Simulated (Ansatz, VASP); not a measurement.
One calculation of LaScO3, two programs

POSCAR

```
LaScO3
1.0
    5.7907000000      0.0000000000      0.0000000000
    0.0000000000      8.0945000000      0.0000000000
    0.0000000000      0.0000000000      5.6803000000
La Sc O
4 4 12
Direct
    0.9553321218      0.2500000000      0.0110464283
    0.0446678782      0.7500000000      0.9889535717
    0.5446678782      0.7500000000      0.5110464283
    0.4553321218      0.2500000000      0.4889535717
    0.5000000000      0.0000000000      0.0000000000
    0.5000000000      0.5000000000      0.0000000000
    0.0000000000      0.0000000000      0.5000000000
    0.0000000000      0.5000000000      0.5000000000
    0.2967001840      0.9468459458      0.7035098320
    0.7032998160      0.4468459458      0.2964901680
    0.2032998160      0.0531540542      0.2035098320
    0.7967001840      0.5531540542      0.7964901680
    0.7032998160      0.0531540542      0.2964901680
    0.2967001840      0.5531540542      0.7035098320
    0.7967001840      0.9468459458      0.7964901680
    0.2032998160      0.4468459458      0.2035098320
    0.5336103026      0.2500000000      0.8997202107
    0.4663896974      0.7500000000      0.1002797893
    0.9663896974      0.7500000000      0.3997202107
    0.0336103026      0.2500000000      0.6002797893
```

File INCAR.step1:

```
SYSTEM = LaScO3
  PREC = Accurate
  ENCUT = 580
  ISMEAR = -1
  SIGMA = 0.02
  LREAL = .FALSE.
  LASPH = .TRUE.
  NELM = 200
  NBANDS = 96
  GGA = PE
  ALGO = Normal
  EDIFF = 1E-5
  LWAVE = .TRUE.
  LCHARG = .FALSE.
  GGA_COMPAT = .FALSE.
  LMAXMIX = 6
```

The input INCAR.step2:

```
SYSTEM = LaScO3
  PREC = Accurate
  ENCUT = 580
  EDIFF = 1E-7
  ISMEAR = -1
  SIGMA = 0.02
  LREAL = .FALSE.
  LASPH = .TRUE.
  NELM = 200
  ALGO = Normal
  ISIF = 2
  LWAVE = .FALSE.
  LCHARG = .FALSE.
  METAGGA = R2SCAN
  LMIXTAU = .TRUE.
  LEFG = .TRUE.
  NBANDS = 96
  ISTART = 1
  GGA_COMPAT = .FALSE.
  LMAXMIX = 6
```

KPOINTS

```
regular mesh
0
G
  4 3 4
  0 0 0
```

Input for Ansatz:

```yaml
crystal:
  lattice:
    - [5.7907, 0.0, 0.0]
    - [0.0, 8.0945, 0.0]
    - [0.0, 0.0, 5.6803]
  atoms:
    - { symbol: La, position: [0.9553321218, 0.25, 0.0110464283] }
    - { symbol: La, position: [0.0446678782, 0.75, 0.9889535717] }
    - { symbol: La, position: [0.5446678782, 0.75, 0.5110464283] }
    - { symbol: La, position: [0.4553321218, 0.25, 0.4889535717] }
    - { symbol: Sc, position: [0.5, 0.0, 0.0] }
    - { symbol: Sc, position: [0.5, 0.5, 0.0] }
    - { symbol: Sc, position: [0.0, 0.0, 0.5] }
    - { symbol: Sc, position: [0.0, 0.5, 0.5] }
    - { symbol: O, position: [0.296700184, 0.9468459458, 0.703509832] }
    - { symbol: O, position: [0.703299816, 0.4468459458, 0.296490168] }
    - { symbol: O, position: [0.203299816, 0.0531540542, 0.203509832] }
    - { symbol: O, position: [0.796700184, 0.5531540542, 0.796490168] }
    - { symbol: O, position: [0.703299816, 0.0531540542, 0.296490168] }
    - { symbol: O, position: [0.296700184, 0.5531540542, 0.703509832] }
    - { symbol: O, position: [0.796700184, 0.9468459458, 0.796490168] }
    - { symbol: O, position: [0.203299816, 0.4468459458, 0.203509832] }
    - { symbol: O, position: [0.5336103026, 0.25, 0.8997202107] }
    - { symbol: O, position: [0.4663896974, 0.75, 0.1002797893] }
    - { symbol: O, position: [0.9663896974, 0.75, 0.3997202107] }
    - { symbol: O, position: [0.0336103026, 0.25, 0.6002797893] }
kpoints:
  mp_grid: { grid: [4, 3, 4] }
scf:
  occupations: { method: fermi_dirac, width: 0.02 }
hamiltonian:
  xc: r2scan
  pseudopotentials: { kind: paw }
output:
  forces: true
  stress: true
  populations: true
  efg:
    quadrupole_moments_barn: { La: 0.206, Sc: -0.22, O: -0.02558 }
    contact_densities: true
```

Alike in both runs: task electric field gradients; functional r2SCAN; k mesh 4 × 3 × 4; occupations fermi-dirac, width 0.02 eV; no spin polarisation.

|  | VASP | Ansatz |
| --- | --- | --- |
| version | VASP 6.6.1 | Ansatz 0.2.0 |
| potentials or method | VASP PAW PBE potentials, release 64 (La, Sc_sv, O) | plane-wave PAW, scalar-relativistic |
| plane-wave cutoff (eV) | 580 | 500 |
| valence electrons in the cell | 160 | 160 |

```csv
,VASP,Ansatz,Ansatz less VASP
gap on the k mesh at the Fermi level (eV),4.53,4.50,-0.026
pressure (GPa),0.7,0.3,-0.46
"traceless stress, the component that is largest in VASP (GPa)",0.22,0.24,+0.017
rms of the force components (eV/Å),0.008,0.036,+0.0277
size of Vzz on the site where it differs most (V/Å²),129.8,131.6,+1.81
```

VASP's potentials were made for PBE, not for r2SCAN. Atom by atom the forces differ by 0.030 eV/Å (rms over components). With one functional, cell and mesh, what is left measures potentials, basis and numerics.

Spin-orbit coupling is off throughout.
